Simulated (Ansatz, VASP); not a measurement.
## TaN: VASP beside Ansatz

The input INCAR:

```
ALGO = Normal
EDIFF = 1E-6
ENCUT = 520
GGA = PE
ISIF = 2
ISMEAR = 0
LASPH = True
LCHARG = False
LREAL = False
LWAVE = False
NBANDS = 15
NELM = 60
PREC = Accurate
SIGMA = 0.15
```

KPOINTS

```
k-points
0
Gamma
  20 20 20
```

POSCAR

```
TaN
1.0
    0.2765317109      2.3546758311      2.3546758311
    2.3546758311      0.2765317109      2.3546758311
    2.3546758311      2.3546758311      0.2765317109
Ta N
1 1
Direct
    0.5000000000      0.5000000000      0.5000000000
    0.0000000000      0.0000000000      0.0000000000
```

Input for Ansatz:

```yaml
crystal:
  lattice:
    - [0.2765317109, 2.3546758311, 2.3546758311]
    - [2.3546758311, 0.2765317109, 2.3546758311]
    - [2.3546758311, 2.3546758311, 0.2765317109]
  atoms:
    - { symbol: Ta, position: [0.5, 0.5, 0.5] }
    - { symbol: "N", position: [0.0, 0.0, 0.0] }
basis:
  ecutwfc: 520.0
kpoints:
  mp_grid: { grid: [20, 20, 20] }
hamiltonian:
  xc: pbe
  pseudopotentials: { kind: paw, azcp: { folder: soft_1 } }
scf:
  occupations: { method: gaussian, width: 0.15 }
output:
  forces: true
  stress: true
  eigenvalues: true
```

Alike in both runs: task single point; functional PBE; k mesh 20 × 20 × 20; occupations gaussian, width 0.15 eV; no spin polarisation.

```csv
,VASP,Ansatz
version,VASP 6.6.1,Ansatz 0.2.0
potentials or method,"VASP PAW PBE potentials, release 64 (Ta_pv, N), cutoff 520 eV","scalar-relativistic, plane waves, PAW"
valence electrons in the cell,16,18
```

|  | VASP | Ansatz | Ansatz less VASP |
| --- | --- | --- | --- |
| gap on the k mesh at the Fermi level (eV) | none | none | - |
| pressure (GPa) | 2.6 | 1.6 | -0.97 |
| traceless stress, the component that is largest in VASP (GPa) | -5.83 | -5.93 | -0.104 |

A gap of «none» marks a metal or a gap that the smearing closes. VASP's potentials hold 16 valence electrons a cell and Ansatz's 18, so a difference there can come from the potentials and not from the codes.

Spin-orbit coupling is off throughout.
